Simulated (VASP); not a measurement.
Ge: single point with PBE

The system is Ge.

```
Ge
1.0
     0.00000    2.82891    2.91378
     2.82891    0.00000    2.91378
     2.82891    2.82891    0.00000
Ge
2
Direct
  0.00000 0.00000 0.00000
  0.25000 0.25000 0.25000
```

| Item | Value |
| --- | --- |
| Program | VASP 6.6.1 |
| Task | single point |
| Functional | PBE |
| Potentials or basis | VASP PAW PBE potentials, release 64 (Ge_d) |
| Cutoff | 500 eV |
| k mesh | 6 × 6 × 6 |
| Occupations | gaussian, width 0.02 eV |
| Spin | no spin polarisation |
| Dipole correction | no |
| Further INCAR settings | ALGO = Normal; EDIFF = 1e-06; NBANDS = 21 |

```
Pressure               : 1.6 GPa
Band gap on the k mesh : zero (filled and empty bands touch)
```

Stress tensor (GPa, compression positive):
```
2.22 0.00 0.00
0.00 2.22 0.00
0.00 0.00 0.21
```

Levels at points of the mesh, in eV from the Fermi level:
| k point | band 10 | band 11 | band 12 | band 13 | band 14 | band 15 | band 16 | band 17 | band 18 | band 19 |
| --- | --- | --- | --- | --- | --- | --- | --- | --- | --- | --- |
| (0.00, 0.00, 0.00) | -24.59 | -12.61 | -0.31 | -0.22 | 0.01 | 0.01 | 2.43 | 2.43 | 2.57 | 6.29 |
| (0.50, 0.00, 0.00) | -24.57 | -10.60 | -7.53 | -1.56 | -1.29 | 0.01 | 3.60 | 3.75 | 7.06 | 10.26 |
| (0.50, 0.50, 0.00) | -24.55 | -8.93 | -8.93 | -2.90 | -2.90 | 0.88 | 0.88 | 9.18 | 9.18 | 11.16 |
| (0.50, 0.00, 0.50) | -24.56 | -8.79 | -8.79 | -3.10 | -3.10 | 0.65 | 0.65 | 9.17 | 9.17 | 11.22 |

It took 48 s on 1 thread of Intel Xeon 8259CL (shared host), peak memory 0.17 GiB.

Caveat: semilocal functionals underestimate gaps, so a narrow gap can read as zero.
